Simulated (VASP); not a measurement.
Wanted: the native input for a VASP 6.6.1 run.

| Quantity | Value |
| --- | --- |
| Task | relaxation of the atoms |
| Functional | PBE |
| Potentials or basis | VASP PAW PBE potentials, release 64 (N, Ga_d) |
| Cutoff | 520 eV |
| k mesh | 9 × 9 × 1 |
| Occupations | gaussian, width 0.05 eV |
| Spin | no spin polarisation |
| Dipole correction | yes |
| Atoms held fixed (from 0) | [0, 2] |
| Further INCAR settings | ALGO = Normal; EDIFF = 1e-07; IBRION = 2; EDIFFG = -0.03; NSW = 70 |

The structure of GaN lies in POSCAR:

```
GaN
1.0
    3.2165072889      0.0000000000      0.0000000000
   -1.6082536444      2.7855770236      0.0000000000
    0.0000000000      0.0000000000     17.2828340049
N Ga
2 2
Selective dynamics
Direct
    0.0000000000      0.0000000000      0.4050261663  F F F
    0.3333333333      0.6666666667      0.5569843002  T T T
    0.3333333333      0.6666666667      0.4430156998  F F F
    0.6666666667      0.3333333333      0.5949738337  T T T
```

These files were run (other wordings do the same):

INCAR

```
PREC = Accurate
ENCUT = 520
EDIFF = 1E-7
ISMEAR = 0
SIGMA = 0.05
LREAL = False
LASPH = True
NELM = 80
ALGO = Normal
ISIF = 2
LWAVE = False
LCHARG = False
LDIPOL = True
IDIPOL = 3
DIPOL = 0.5 0.5 0.500
GGA = PE
IBRION = 2
NSW = 70
EDIFFG = -0.03
```

KPOINTS

```
regular mesh
0
Gamma
  9 9 1
```

Potentials or basis: VASP PAW PBE potentials, release 64 (N, Ga_d).

Command:

```console
$ cat potpaw_PBE.64/N/POTCAR potpaw_PBE.64/Ga_d/POTCAR > POTCAR
$ mpirun -np 1 vasp_std > vasp.out
```

It gave:

```yaml
Energy_gained_by_relaxing: 166.0 meV/atom
Ionic_steps: 16
Band_gap_on_the_k_mesh: 0.19 eV
```

It took 5.7 min on 1 thread of Intel(R) Xeon(R) 6975P-C (Granite Rapids) (shared host), peak memory 0.29 GiB.
